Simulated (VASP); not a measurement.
Set up this calculation in VASP 6.6.1, as the native input.

```yaml
Task: single point
Functional: PBE
Potentials_or_basis: VASP PAW PBE potentials, release 64 (Fe)
Cutoff: 600 eV
k_mesh: 18 × 18 × 10
Occupations: gaussian, width 0.1 eV
Spin: collinear spin, ferromagnetic start
Starting_moments: "[2.82, 2.82] μB"
Dipole_correction: no
Further_INCAR_settings: ALGO = Normal; EDIFF = 1e-06; NBANDS = 19
```

The structure of Fe lies in POSCAR:

```
Fe
1.0
    2.5243635880      0.0000000000      0.0000000000
   -1.2621817940      2.1861629956      0.0000000000
    0.0000000000      0.0000000000      4.3741134892
Fe
2
Direct
    0.0000000000      0.0000000000      0.0000000000
    0.3333333333      0.6666666667      0.5000000000
```

This isn't the form of Fe at room conditions, which is bcc.

These files were run (other wordings do the same):

INCAR

```
PREC = Accurate ; ENCUT = 600
EDIFF = 1E-6 ; ISMEAR = 0
SIGMA = 0.1 ; LREAL = False
LASPH = True ; NELM = 200
ALGO = Normal ; ISIF = 2
LWAVE = False ; LCHARG = False
ISPIN = 2 ; MAGMOM = 2.82 2.82
LORBIT = 11 ; LMAXMIX = 4
GGA = PE ; NBANDS = 19
GGA_COMPAT = False
```

KPOINTS

```
Automatic mesh
0
Gamma
  18 18 10
```

Potentials or basis: VASP PAW PBE potentials, release 64 (Fe).

The run is started by

```sh
$ cat potpaw_PBE.64/Fe/POTCAR > POTCAR
$ mpirun -np 1 vasp_std > vasp.out
```

Results of the run:

* Pressure: -0.2 GPa
* Net moment: 5.18 μB per cell
* Site moments: Fe +2.58 μB
* Valence electrons inside the program's atomic spheres: Fe 7.16

Run time: 3.3 min on 1 thread of Oxide Virtual Turin-like Processor (shared host), peak memory 0.25 GiB.
